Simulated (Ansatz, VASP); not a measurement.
HfO2: VASP beside Ansatz

```
Hf O
1.0
     3.55802    0.00000    0.00000
     0.00000    3.55802    0.00000
     0.00000    0.00000    5.17186
Hf O
2 4
Cartesian
  1.7790 1.7790 2.5859
  0.0000 0.0000 0.0000
  0.0000 1.7790 3.6059
  1.7790 0.0000 4.1519
  1.7790 0.0000 1.5660
  0.0000 1.7790 1.0199
```

Alike in both runs: task single point; functional PBE; k mesh 6 × 6 × 6; no spin polarisation.

|  | VASP | Ansatz |
| --- | --- | --- |
| version | VASP 6.6.1 | Ansatz 0.2.0 |
| potentials or method | VASP PAW PBE potentials, release 64 (Hf_pv, O), cutoff 520 eV | plane waves, PAW |
| occupations | gaussian, width 0.01 eV | fixed |
| valence electrons in the cell | 44 | 76 |

VASP gave:

| Item | Value |
| --- | --- |
| gap on the k mesh at the Fermi level (eV) | 4.76 |

Problem. Estimate Ansatz's values.

Solution. gap on the k mesh at the Fermi level (eV): 4.77.

VASP's potentials hold 44 valence electrons a cell and Ansatz's 76, so a difference there can come from the potentials and not from the codes.

Spin-orbit coupling is off throughout.
